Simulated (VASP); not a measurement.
Write the native input for VASP 6.6.1 that does the following.

| Item | Value |
| --- | --- |
| Task | single point |
| Functional | revPBE |
| Potentials or basis | VASP PAW PBE potentials, release 64 (Ag, Ge_d, I) |
| Cutoff | 520 eV |
| k mesh | 4 × 4 × 4 |
| Occupations | gaussian, width 0.0553 eV |
| Spin | no spin polarisation |
| Dipole correction | no |
| Further INCAR settings | ALGO = Normal; EDIFF = 1e-07; NBANDS = 35 |

The structure of Ag3GeI lies in POSCAR:

```
Ag3GeI
1.0
    4.7821260000      0.0000000000      0.0000000000
    0.0000000000      4.7821260000      0.0000000000
    0.0000000000      0.0000000000      4.7821260000
Ag Ge I
3 1 1
Direct
    0.5300000000      0.8895000000      0.0175000000
    0.0175000000      0.5300000000      0.8895000000
    0.8895000000      0.0175000000      0.5300000000
    0.0319000000      0.0319000000      0.0319000000
    0.5000000000      0.5000000000      0.5000000000
```

One way to write it, as run:

INCAR

```
PREC = Accurate
ENCUT = 520
EDIFF = 1E-7
ISMEAR = 0
SIGMA = 0.0553
LREAL = False
LASPH = True
NELM = 80
ALGO = Normal
ISIF = 2
LWAVE = False
LCHARG = False
GGA = RE
NBANDS = 35
```

KPOINTS

```
Automatic mesh
0
Gamma
  4 4 4
```

Potentials or basis: VASP PAW PBE potentials, release 64 (Ag, Ge_d, I).

The run is started by

```bash
$ cat potpaw_PBE.64/Ag/POTCAR potpaw_PBE.64/Ge_d/POTCAR potpaw_PBE.64/I/POTCAR > POTCAR
$ mpirun -np 1 vasp_std > vasp.out
```

It gave:

| Property | Result |
| --- | --- |
| Pressure | 11.2 GPa |
| Largest force | 1.192 eV/Å |
| Band gap on the k mesh | zero (bands 27 and 28 overlap by 1.82 eV) |

Caveat: the cell stands under pressure; the PAW data sets were made with another functional, which shifts forces and pressure a little; spin-orbit coupling is left out, which moves the levels of the heavy elements.

Wall time 37 s on 1 thread of Intel(R) Xeon(R) Platinum 8488C (Sapphire Rapids) (shared host), peak memory 0.23 GiB.
